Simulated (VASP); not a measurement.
Si6O11 (a cell with a defect): single point with LDA

System: Si6O11 (a cell with a defect).

```
Si O
1.0
    -2.43339    4.21475    0.00000
     0.00000    0.00000    5.36515
     7.30016    4.21475    0.00000
Si O
6 11
Direct
  0.76765 0.33333 0.23235
  0.26765 0.33333 0.73235
  0.46469 0.66667 0.00000
  0.96469 0.66667 0.50000
  0.26765 0.00000 0.26765
  0.76765 0.00000 0.76765
  0.07069 0.22132 0.20556
  0.57069 0.22132 0.70556
  0.77300 0.55466 0.36187
  0.27300 0.55466 0.86187
  0.65631 0.88799 0.93256
  0.20645 0.89032 0.43884
  0.77300 0.77868 0.63813
  0.65631 0.44534 0.06744
  0.15631 0.44534 0.56744
  0.57069 0.11201 0.29444
  0.07069 0.11201 0.79444
```

This cell differs from its parent crystal: atoms taken out, atom 12 moved 1.000 of the way to it and +0.250 Å across, host rigid.

* Program: VASP 6.6.1
* Task: single point
* Functional: LDA
* Potentials or basis: VASP PAW LDA potentials, release 64 (Si, O)
* Cutoff: 520 eV
* k mesh: 4 × 4 × 2
* Occupations: gaussian, width 0.05 eV
* Spin: no spin polarisation

```
Largest force : 3.654 eV/Å
```

Forces on the atoms (eV/Å):
```
Si   0.759  0.190  0.261
Si  -0.563 -0.577 -0.761
Si  -3.477 -0.090 -1.119
Si  -0.064  1.370  0.510
Si   1.455  1.509  2.754
Si  -1.122 -0.374  0.751
O   -0.973  0.395 -1.059
O    0.117  0.118  0.093
O   -0.647 -0.167  0.159
O    1.405  0.800  1.368
O    2.167  0.168 -0.620
O    1.122 -2.206 -2.445
O   -0.227  0.025  0.148
O    0.508 -0.675  0.902
O   -0.073 -0.101  0.081
O   -0.705 -0.533 -0.822
O    0.317  0.147 -0.201
```

Levels at points of the mesh, in eV from the Fermi level:
| k point | band 41 | band 42 | band 43 | band 44 | band 45 | band 46 | band 47 | band 48 |
| --- | --- | --- | --- | --- | --- | --- | --- | --- |
| (0.00, 0.00, 0.00) | -0.82 | -0.66 | -0.31 | -0.12 | -0.03 | 4.14 | 6.30 | 6.75 |
| (0.50, 0.00, 0.00) | -0.93 | -0.55 | -0.19 | -0.08 | 0.18 | 4.09 | 6.06 | 6.97 |
| (0.00, 0.50, 0.00) | -0.93 | -0.48 | -0.39 | -0.08 | 0.15 | 3.97 | 6.35 | 7.03 |
| (0.50, 0.50, 0.00) | -0.85 | -0.70 | -0.63 | -0.35 | 0.25 | 4.09 | 6.63 | 6.85 |
| (0.00, 0.00, 0.50) | -0.82 | -0.63 | -0.31 | -0.08 | 0.08 | 4.02 | 6.37 | 6.70 |
| (0.50, 0.00, 0.50) | -0.84 | -0.58 | -0.23 | -0.09 | 0.16 | 4.09 | 6.17 | 6.93 |
| (0.00, 0.50, 0.50) | -0.96 | -0.52 | -0.49 | -0.05 | 0.17 | 3.99 | 6.33 | 7.02 |
| (0.50, 0.50, 0.50) | -0.79 | -0.63 | -0.57 | -0.31 | 0.13 | 4.11 | 6.67 | 6.87 |

It took 4.8 min on 1 thread of Intel(R) Xeon(R) 6975P-C (Granite Rapids) (shared host), peak memory 0.32 GiB.

Caveat: the k points lie up to 0.37 Å⁻¹ apart; the cell carries a net charge on a neutralising background, which shifts energy and pressure; the cell differs from its parent crystal (atoms taken out, atom 12 moved 1.000 of the way to it and +0.250 Å across, host rigid); the cell is charged against a uniform background, so pressure and absolute levels hang on convention.
